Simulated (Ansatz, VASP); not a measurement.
## One calculation of Pt, two programs

POSCAR

```
Pt
1.0
    1.7265116134      0.9968019447      3.2016087902
   -1.7265116134      0.9968019447      3.2016087902
    0.0000000000     -1.9936038895      3.2016087902
Pt
2
Direct
    0.2275400000      0.2275400000      0.2275400000
    0.7724600000      0.7724600000      0.7724600000
```

The input INCAR.step1:

```
SYSTEM = Pt
ALGO     = Normal         ! electronic algorithm
EDIFF    = 1E-4           ! SCF threshold, eV
ENCUT    = 600            ! plane-wave cutoff, eV
GGA      = PE             ! functional
ISMEAR   = 0              ! smearing method
LASPH    = .True.         ! aspherical terms in the spheres
LCHARG   = .False.        ! write CHGCAR
LREAL    = .False.        ! projectors in reciprocal space
LWAVE    = .True.         ! write WAVECAR
NELM     = 100            ! most SCF steps
PREC     = Accurate       ! precision mode
SIGMA    = 0.1            ! smearing width, eV
```

Contents of INCAR.step2:

```
SYSTEM = Pt
ALGO     = Normal         ! electronic algorithm
EDIFF    = 1E-6           ! SCF threshold, eV
EDIFFG   = -0.04          ! ionic threshold
ENCUT    = 600            ! plane-wave cutoff, eV
IBRION   = 2              ! ionic algorithm
ISIF     = 3              ! what is computed and relaxed
ISMEAR   = 0              ! smearing method
ISTART   = 1            
LASPH    = .True.         ! aspherical terms in the spheres
LCHARG   = .False.        ! write CHGCAR
LMIXTAU  = .True.       
LREAL    = .False.        ! projectors in reciprocal space
LWAVE    = .False.        ! write WAVECAR
METAGGA  = R2SCAN         ! meta-GGA
NELM     = 100            ! most SCF steps
NSW      = 90             ! ionic steps
PREC     = Accurate       ! precision mode
SIGMA    = 0.1            ! smearing width, eV
```

File KPOINTS:

```
k-points
0
Gamma
  6 6 6
  0 0 0
```

Input for Ansatz:

```yaml
crystal:
  lattice:
    - [1.7265116134, 0.9968019447, 3.2016087902]
    - [-1.7265116134, 0.9968019447, 3.2016087902]
    - [0.0, -1.9936038895, 3.2016087902]
  atoms:
    - { symbol: Pt, position: [0.22754, 0.22754, 0.22754] }
    - { symbol: Pt, position: [0.77246, 0.77246, 0.77246] }
basis:
  ecutwfc: 500
kpoints:
  mp_grid: { grid: [6, 6, 6] }
hamiltonian:
  xc: r2scan
scf:
  occupations: { method: gaussian, width: 0.1 }
  lower_state_search: "off"
output:
  forces: true
  stress: true
  eigenvalues: true
relax:
  adjacent_minimum: "off"
  f_tol: 0.04
  max_steps: 70
  cell: { stress_tol: 0.4 }
```

Alike in both runs: task relaxation of cell and atoms; functional r2SCAN; k mesh 6 × 6 × 6; occupations gaussian, width 0.1 eV; no spin polarisation.

|  | VASP | Ansatz |
| --- | --- | --- |
| version | VASP 6.6.1 | Ansatz 0.2.0 |
| potentials or method | VASP PAW PBE potentials, release 64 (Pt), cutoff 600 eV | scalar-relativistic, plane waves, PAW |
| valence electrons in the cell | 20 | 36 |

```tsv
	VASP	Ansatz	Ansatz less VASP
gap on the k mesh at the Fermi level, each at its own relaxed structure (eV)	none	none	-
relaxed volume (Å³/atom)	17.70	17.66	-0.048
relaxed cell length with the largest relative difference (Å)	3.689	3.680	-0.0096
```

VASP's potentials were made for PBE, not for r2SCAN. A gap of «none» marks a metal or a gap that the smearing closes. VASP's potentials hold 20 valence electrons a cell and Ansatz's 36, so a difference there can come from the potentials and not from the codes.

The k mesh is coarse, so the values compare programs but aren't converged. Spin-orbit coupling is off throughout.
